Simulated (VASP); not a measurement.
# Ni in VASP: notebook

Ni is run at these levels: PBE; tasks: single point.

Everything below comes from runs of VASP 6.6.1. Logs are shortened: lines on timing, memory, paths and dates and some standing lists are left out, and cuts for length are marked.

**1. The cell of the first run**

The cell holds a slab with vacuum, 5 atoms: a = 2.488 Å, b = 3.519 Å, c = 20.976 Å, α = 90.00°, β = 90.00°, γ = 90.00°.

**2. Single point, PBE, collinear spin, ferromagnetic start**

INCAR

```
SYSTEM = Ni
ALGO = Normal
DIPOL = 0.5 0.5 0.500
EDIFF = 1E-6
ENCUT = 520
GGA = PE
IDIPOL = 3
ISIF = 2
ISMEAR = -1
ISPIN = 2
LASPH = .TRUE.
LCHARG = .TRUE.
LDIPOL = .TRUE.
LELF = .TRUE.
LMAXMIX = 4
LORBIT = 11
LREAL = .FALSE.
LVACPOTAV = .TRUE.
LVHAR = .TRUE.
LWAVE = .FALSE.
MAGMOM = 1 1 1 1 1
NBANDS = 37
NELM = 150
PREC = Accurate
SIGMA = 0.05
```

KPOINTS

```
k-points
0
G
  15 10 1
  0 0 0
```

POSCAR

```
Ni
1.0
    2.4880369585      0.0000000000      0.0000000000
    0.0000000000      3.5186156104      0.0000000000
    0.0000000000      0.0000000000     20.9761000000
Ni
5
Direct
    0.0000000000      0.0000000000      0.3860411596
    0.5000000000      0.5000000000      0.4386670484
    0.0000000000      0.0000000000      0.5000002611
    0.5000000000      0.5000000000      0.5613327404
    0.0000000000      0.0000000000      0.6139587904
```

Potentials or basis: VASP PAW PBE potentials, release 64 (Ni).

On the command line:

```
$ cat potpaw_PBE.64/Ni/POTCAR > POTCAR
$ mpirun -np 1 vasp_std > vasp.out
```

OUTCAR:

```text
SYSTEM = Ni
   EDIFF = 1E-6
   ENCUT = 520
   GGA = PE
   ISIF = 2
   ISMEAR = -1
   ISPIN = 2
   LASPH = .TRUE.
   LORBIT = 11
   LREAL = .FALSE.
   NELM = 150
   PREC = Accurate

 ion  position               nearest neighbor table
   1  0.000  0.000  0.386-   3 2.39   2 2.42   2 2.42   2 2.42   2 2.42
   2  0.500  0.500  0.439-   1 2.42   1 2.42   1 2.42   1 2.42   3 2.51   3 2.51   3 2.51   3 2.51
                             4 2.57
   3  0.000  0.000  0.500-   5 2.39   1 2.39   4 2.51   4 2.51   4 2.51   4 2.51   2 2.51   2 2.51
                             2 2.51   2 2.51
   4  0.500  0.500  0.561-   5 2.42   5 2.42   5 2.42   5 2.42   3 2.51   3 2.51   3 2.51   3 2.51
                             2 2.57
   5  0.000  0.000  0.614-   3 2.39   4 2.42   4 2.42   4 2.42   4 2.42

  LATTYP: Found a simple orthorhombic cell.
 ALAT       =     2.4880369585
 B/A-ratio  =     1.4142135624
 C/A-ratio  =     8.4307831234

  Lattice vectors:

 A1 = (   2.4880369585,   0.0000000000,   0.0000000000)
 A2 = (   0.0000000000,   3.5186156104,   0.0000000000)
 A3 = (   0.0000000000,   0.0000000000,  20.9761000000)

Analysis of symmetry for initial positions (statically):
=====================================================================
 Subroutine PRICEL returns:
 Original cell was already a primitive cell.

 Routine SETGRP: Setting up the symmetry group for a
 simple orthorhombic supercell.

 Subroutine GETGRP returns: Found  8 space group operations
 (whereof  8 operations were pure point group operations)
 out of a pool of  8 trial point group operations.

The static configuration has the point symmetry D_2h.

Analysis of symmetry for dynamics (positions and initial velocities):
=====================================================================
 Subroutine PRICEL returns:
 Original cell was already a primitive cell.

 Routine SETGRP: Setting up the symmetry group for a
 simple orthorhombic supercell.

 Subroutine GETGRP returns: Found  8 space group operations
 (whereof  8 operations were pure point group operations)
 out of a pool of  8 trial point group operations.

The dynamic configuration has the point symmetry D_2h.

Analysis of structural, dynamic, and magnetic symmetry:
=====================================================================
 Subroutine PRICEL returns:
 Original cell was already a primitive cell.

 Routine SETGRP: Setting up the symmetry group for a
 simple orthorhombic supercell.

 Subroutine GETGRP returns: Found  8 space group operations
 (whereof  8 operations were pure point group operations)
 out of a pool of  8 trial point group operations.

The overall configuration has the point symmetry D_2h.

 Subroutine INISYM returns: Found  8 space group operations
 (whereof  8 operations are pure point group operations),
 and found     1 'primitive' translations

----------------------------------------------------------------------------------------

                                     Primitive cell

  volume of cell :     183.6341

  direct lattice vectors                    reciprocal lattice vectors
     2.488036958  0.000000000  0.000000000     0.401923290  0.000000000  0.000000000
     0.000000000  3.518615610  0.000000000     0.000000000  0.284202684  0.000000000
     0.000000000  0.000000000 20.976100000     0.000000000  0.000000000  0.047673304

  length of vectors
     2.488036958  3.518615610 20.976100000     0.401923290  0.284202684  0.047673304

  position of ions in fractional coordinates (direct lattice)
     0.000000000  0.000000000  0.386041160
     0.500000000  0.500000000  0.438667048
     0.000000000  0.000000000  0.500000261
     0.500000000  0.500000000  0.561332740
     0.000000000  0.000000000  0.613958790

  ion indices of the primitive-cell ions
   primitive index   ion index
                 1           1
                 2           2
                 3           3
                 4           4
                 5           5

----------------------------------------------------------------------------------------

 KPOINTS: k-points

Automatic generation of k-mesh.
 Grid dimensions read from file:
 generate k-points for:   15   10    1

 Generating k-lattice:

  Cartesian coordinates                     Fractional coordinates (reciprocal lattice)
     0.026794886  0.000000000  0.000000000     0.066666667  0.000000000  0.000000000
     0.000000000  0.028420268  0.000000000     0.000000000  0.100000000  0.000000000
     0.000000000  0.000000000  0.047673304     0.000000000  0.000000000  1.000000000

  Length of vectors
     0.026794886  0.028420268  0.047673304

  Shift w.r.t. Gamma in fractional coordinates (k-lattice)
     0.000000000  0.000000000  0.000000000

 Subroutine IBZKPT returns following result:
 ===========================================

 Found     48 irreducible k-points:

 Following reciprocal coordinates:
            Coordinates               Weight
  0.000000  0.000000  0.000000      1.000000
  0.066667  0.000000  0.000000      2.000000
  0.133333  0.000000  0.000000      2.000000
  0.200000  0.000000  0.000000      2.000000
  0.266667  0.000000  0.000000      2.000000
  0.333333  0.000000  0.000000      2.000000
[... 16 lines left out ...]
  0.400000  0.200000  0.000000      4.000000
  0.466667  0.200000  0.000000      4.000000
 [... further k-points ...]
   k-points           NKPTS =     48   k-points in BZ     NKDIM =     48   number of bands    NBANDS=     37
   number of dos      NEDOS =    301   number of ions     NIONS =      5
   total plane-waves  NPLWV =  89600
   dimension x,y,z NGX =    20 NGY =   28 NGZ =  160
   dimension x,y,z NGXF=    40 NGYF=   56 NGZF=  320
   ions per type =               5
   NGX,Y,Z   is equivalent  to a cutoff of  13.36, 13.23, 12.68 a.u.
   NGXF,Y,Z  is equivalent  to a cutoff of  26.73, 26.46, 25.36 a.u.
 SYSTEM =  Ni
   PREC   = accura    normal or accurate (medium, high low for compatibility)
   ISTART =      0    job   : 0-new  1-cont  2-samecut
   ICHARG =      2    charge: 1-file 2-atom 10-const
   ISPIN  =      2    spin polarized calculation?
   LNONCOLLINEAR =      F non collinear calculations
   LSORBIT =      F    spin-orbit coupling
   LASPH  =      T    aspherical Exc in radial PAW
   ENCUT  =  520.0 eV  38.22 Ry    6.18 a.u.   4.63  6.54 39.00*2*pi/ulx,y,z
   NELM   =    150;   NELMIN=  2; NELMDL= -5     # of ELM steps
   EDIFF  = 0.1E-05   stopping-criterion for ELM
   LREAL  =      F    real-space projection
   EDIFFG = 0.1E-04   stopping-criterion for IOM
   NSW    =      0    number of steps for IOM
   IBRION =     -1    ionic relax: 0-MD 1-quasi-New 2-CG
   NFREE  =      0    steps in history (QN), initial steepest desc. (CG)
   ISIF   =      2    stress and relaxation
   ISYM   =      2    0-nonsym 1-usesym 2-fastsym
   POTIM  = 0.5000    time-step for ionic-motion
   TEBEG  =    0.0;   TEEND  =   0.0 temperature during run
   PSTRESS=    0.0 pullay stress
   NELECT =      50.0000    total number of electrons
   NUPDOWN=      -1.0000    fix difference up-down
   EMIN   =  10.00;   EMAX   =-10.00  energy-range for DOS
   EFERMI =   0.00;   METHOD = LEGACY
   ISMEAR =    -1;   SIGMA  =   0.05  broadening in eV -4-tet -1-fermi 0-gaus
   EFERMI_NEDOS =   21; number of points for ismear=-14 and -15
   IALGO  =     38    algorithm
   IMIX   =      4    mixing-type and parameters
     AMIX     =   0.40;   BMIX     =  1.00
     AMIX_MAG =   1.60;   BMIX_MAG =  1.00
  volume/ion in A,a.u.               =      36.73       247.84
  Fermi-wavevector in a.u.,A,eV,Ry     =   1.061077  2.005145 15.318597  1.125885
  Thomas-Fermi vector in A             =   2.196481
   LORBIT       =     11    0 simple, 1 ext, 2 COOP (PROOUT), +10 PAW based schemes
   GGA     = PE    functional components
   LHFCALC =     F    Hartree Fock is set to
   AEXX    =    0.0000 exact exchange contribution
   IVDW    =     0    specifies the selected vdW correction
   LEPSILON=     F    determine dielectric tensor
   LRPA    =     F    only Hartree local field effects (RPA)
 spin polarized calculation
  energy-cutoff  :      520.00
  volume of cell :      183.63
 maximum number of plane-waves:      4979
 NGX is ok and might be reduce to    20
   NGX =  9   NGY = 13   NGZ = 79

 dipolmoment           0.000000      0.000000      0.000000 electrons x Angstroem

 number of electron      49.9999988 magnetization       3.5020336

 dipolmoment           0.000000      0.000000     -0.000000 electrons x Angstroem

 Free energy of the ion-electron system (eV)
  ---------------------------------------------------
  ext. energy  EPLUGINS =         0.00000000
  ---------------------------------------------------
  free energy    TOTEN  =       -24.93346346 eV

  energy without entropy =      -24.85908986  energy(sigma->0) =      -24.89627666

 E-fermi :  -0.3578     XC(G=0):  -4.8658

 val. band max:       -0.3580235941   @ k =   0.4000   0.2000   0.0000
 cond. band min:      -0.3576715577   @ k =   0.0667   0.3000   0.0000
 fundamental gap:      0.0003520365
 Fermi energy:        -0.3577609876

 spin component 1

 k-point     1 :       0.0000    0.0000    0.0000
  band No.  band energies     occupation
      1      -8.5954      1.00000
      2      -6.6094      1.00000
      3      -4.7315      1.00000
      4      -4.4554      1.00000
      5      -4.0970      1.00000
      6      -4.0203      1.00000
[... 29 lines left out ...]
     36       6.2871      0.00000
     37       8.8095      0.00000

 k-point     2 :       0.0667    0.0000    0.0000
  band No.  band energies     occupation
      1      -8.4819      1.00000
      2      -6.5071      1.00000
      3      -4.6768      1.00000
      4      -4.3932      1.00000
      5      -4.0330      1.00000
      6      -3.9610      1.00000
[... 29 lines left out ...]
     36       6.3941      0.00000
     37       8.9194      0.00000
[... 838 lines left out ...]
     36       8.5849      0.00000
     37       9.1229      0.00000

 k-point    24 :       0.4667    0.2000    0.0000
  band No.  band energies     occupation
      1      -4.7418      1.00000
      2      -4.6593      1.00000
      3      -4.3838      1.00000
      4      -4.3130      1.00000
      5      -4.1417      1.00000
      6      -3.9518      1.00000
[... 29 lines left out ...]
     36       9.2191      0.00000
     37       9.2956      0.00000

 [... further k-points ...]

 spin component 2

 k-point     1 :       0.0000    0.0000    0.0000
  band No.  band energies     occupation
      1      -8.6187      1.00000
      2      -6.6036      1.00000
      3      -4.3344      1.00000
      4      -4.0244      1.00000
      5      -3.5343      1.00000
      6      -3.4941      1.00000
[... 29 lines left out ...]
     36       6.3839      0.00000
     37       8.9025      0.00000

 k-point     2 :       0.0667    0.0000    0.0000
  band No.  band energies     occupation
      1      -8.5050      1.00000
      2      -6.5003      1.00000
      3      -4.2754      1.00000
      4      -3.9507      1.00000
      5      -3.4718      1.00000
      6      -3.4471      1.00000
[... 29 lines left out ...]
     36       6.4928      0.00000
     37       9.0134      0.00000
[... 838 lines left out ...]
     36       8.6860      0.00000
     37       9.2102      0.00000

 k-point    24 :       0.4667    0.2000    0.0000
  band No.  band energies     occupation
      1      -4.4081      1.00000
      2      -4.3115      1.00000
      3      -3.9728      1.00000
      4      -3.7327      1.00000
      5      -3.6051      1.00000
      6      -3.3294      1.00000
[... 29 lines left out ...]
     36       9.3437      0.00000
     37       9.4711      0.00000

 [... further k-points ...]
[... 5 lines left out ...]
  --------------------------------------------------------------------------------------
  -------------------------------------------------------------------------------------
  Total       -1.9230097     -1.4828607     -0.0724251     -0.0000000      0.0000000      0.0000000
  in kB      -16.7779409    -12.9377135     -0.6318968     -0.0000000      0.0000000      0.0000000
  external PRESSURE =     -10.1158504 kB  Pullay stress =       0.0000000 kB

 VOLUME and BASIS-vectors are now :
 -----------------------------------------------------------------------------
  energy-cutoff  :      520.00
  volume of cell :      183.63
      direct lattice vectors                 reciprocal lattice vectors
     2.488036958  0.000000000  0.000000000     0.401923290  0.000000000  0.000000000
     0.000000000  3.518615610  0.000000000     0.000000000  0.284202684  0.000000000
     0.000000000  0.000000000 20.976100000     0.000000000  0.000000000  0.047673304

 POSITION                                       TOTAL-FORCE (eV/Angst)
 -----------------------------------------------------------------------------------
      0.00000      0.00000      8.09764         0.000000      0.000000      0.008361
      1.24402      1.75931      9.20152         0.000000      0.000000      0.010875
      0.00000      0.00000     10.48806         0.000000      0.000000      0.000000
      1.24402      1.75931     11.77457         0.000000      0.000000     -0.010875
      0.00000      0.00000     12.87846         0.000000      0.000000     -0.008361
 -----------------------------------------------------------------------------------
    total drift:                               -0.000000      0.000000      0.000223

  FREE ENERGIE OF THE ION-ELECTRON SYSTEM (eV)
  ---------------------------------------------------
  free  energy   TOTEN  =       -24.9334634562 eV

  energy  without entropy=      -24.8590898553  energy(sigma->0) =      -24.89627666

 vacuum level on the upper side and lower side of the slab         4.168         4.168

 total charge

# of ion       s       p       d       tot
------------------------------------------
    1        0.486   0.329   8.332   9.147
    2        0.499   0.475   8.310   9.284
    3        0.497   0.493   8.321   9.311
    4        0.499   0.475   8.310   9.284
    5        0.486   0.329   8.332   9.147
--------------------------------------------------
tot          2.468   2.100  41.604  46.172

 magnetization (x)

# of ion       s       p       d       tot
------------------------------------------
    1       -0.001  -0.014   0.780   0.765
    2       -0.007  -0.024   0.688   0.657
    3       -0.007  -0.024   0.713   0.682
    4       -0.007  -0.024   0.688   0.657
    5       -0.001  -0.014   0.780   0.765
--------------------------------------------------
tot         -0.023  -0.101   3.649   3.525
```

Run time: 12 min. Hardware: 1 thread of Intel Xeon 6975P-C (Granite Rapids), shared host; peak memory 0.63 GiB.

What came out:

| Item | Value |
| --- | --- |
| Free energy | -24.9335 eV |
| Largest force | 0.011 eV/Å |
| Net moment | 3.50 μB per cell |
| Site moments | Ni +0.77, +0.66, +0.68 (each value once) μB |
| Valence electrons inside the program's atomic spheres | Ni 9.15, 9.28, 9.31 (each value once) |

Forces in eV/Å, atoms in the order of the input:
```
Ni   0.000  0.000  0.008
Ni   0.000  0.000  0.011
Ni   0.000  0.000  0.000
Ni   0.000  0.000 -0.011
Ni   0.000  0.000 -0.008
```

Levels at points of the mesh, in eV from the Fermi level:
Spin up:
| k point | band 23 | band 24 | band 25 | band 26 | band 27 | band 28 | band 29 | band 30 | band 31 | band 32 |
| --- | --- | --- | --- | --- | --- | --- | --- | --- | --- | --- |
| (0.00, 0.00, 0.00) | -1.00 | -0.83 | -0.68 | -0.64 | -0.57 | -0.49 | 1.32 | 3.71 | 3.73 | 4.58 |
| (0.00, 0.50, 0.00) | -0.79 | -0.68 | -0.66 | -0.66 | -0.65 | -0.53 | -0.30 | 0.52 | 1.91 | 2.53 |
Spin down:
| k point | band 20 | band 21 | band 22 | band 23 | band 24 | band 25 | band 26 | band 27 | band 28 | band 29 |
| --- | --- | --- | --- | --- | --- | --- | --- | --- | --- | --- |
| (0.00, 0.00, 0.00) | -0.54 | -0.51 | -0.39 | -0.33 | -0.09 | 0.04 | 0.16 | 0.27 | 0.44 | 1.61 |
| (0.00, 0.50, 0.00) | -0.52 | -0.34 | -0.19 | 0.07 | 0.12 | 0.13 | 0.17 | 0.19 | 0.20 | 0.32 |

[end of part 1 of 2]
